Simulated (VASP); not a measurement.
A run of VASP 6.6.1 is set up as follows.

INCAR

```
SYSTEM = Te
  PREC = Accurate
  ENCUT = 520
  EDIFF = 1E-7
  ISMEAR = -1
  SIGMA = 0.1
  LREAL = .FALSE.
  LASPH = .TRUE.
  NELM = 100
  ALGO = Normal
  ISIF = 2
  LWAVE = .FALSE.
  LCHARG = .TRUE.
  GGA = PS
  LELF = .TRUE.
  LVHAR = .TRUE.
  NBANDS = 9
```

The input KPOINTS:

```
Automatic mesh
0
G
  19 19 19
  0 0 0
```

File POSCAR:

```
Te
1.0
    0.0000000000      2.3760217786      2.3760217786
    2.3760217786      0.0000000000      2.3760217786
    2.3760217786      2.3760217786      0.0000000000
Te
1
Direct
    0.0000000000      0.0000000000      0.0000000000
```

Potentials or basis: VASP PAW PBE potentials, release 64 (Te).

The run is started by

```console
$ cat potpaw_PBE.64/Te/POTCAR > POTCAR
$ mpirun -np 1 vasp_std > vasp.out
```

Problem. Estimate the pressure.

Solution. -0.1 GPa.

Problem. Predict the band gap on the k mesh.

Solution. Zero (band 3 reaches 11.82 eV, above the bottom of band 4 at 6.32 eV).

Caveat: the PAW data sets were made with another functional, which shifts forces and pressure a little; spin-orbit coupling is left out, which moves the levels of the heavy elements.
